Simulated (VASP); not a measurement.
Runs of VASP 6.6.1 on LiCl. The structure is that of space group Fm-3m (No. 225), or close to it. The cells are those of the table. 

```csv
task,level,cell,k mesh,cutoff (eV),smearing,grid for exact exchange (PRECFOCK),share of exact exchange,gap on the mesh (eV)
single point,PBE0,"a = 3.615 Å, angles 60.0°, 2 atoms",6 × 6 × 6,520,gaussian 0.01 eV,Normal,0.25,(a)
single point,r2SCAN,"a = 3.615 Å, angles 60.0°, 2 atoms",8 × 8 × 8,520,gaussian 0.01 eV,-,-,7.36
single point,r2SCAN,"a = 3.615 Å, angles 60.0°, 2 atoms",8 × 8 × 8,520,fermi-dirac 0.02 eV,-,-,7.36
relaxation of cell and atoms,r2SCAN,"relaxed from a = 3.641 Å, angles 60.0°, 2 atoms",8 × 8 × 8,600,fermi-dirac 0.02 eV,-,-,7.46
dielectric tensor,r2SCAN,"a = 3.615 Å, angles 60.0°, 2 atoms",8 × 8 × 8,520,gaussian 0.01 eV,-,-,7.36
```

Alike in all rows: potentials or basis VASP PAW PBE potentials, release 64 (Li_sv, Cl); no spin polarisation.

**Question.** Fill in the values left out.

**Answer.** (a) 8.52.

A k mesh can miss the band edges.
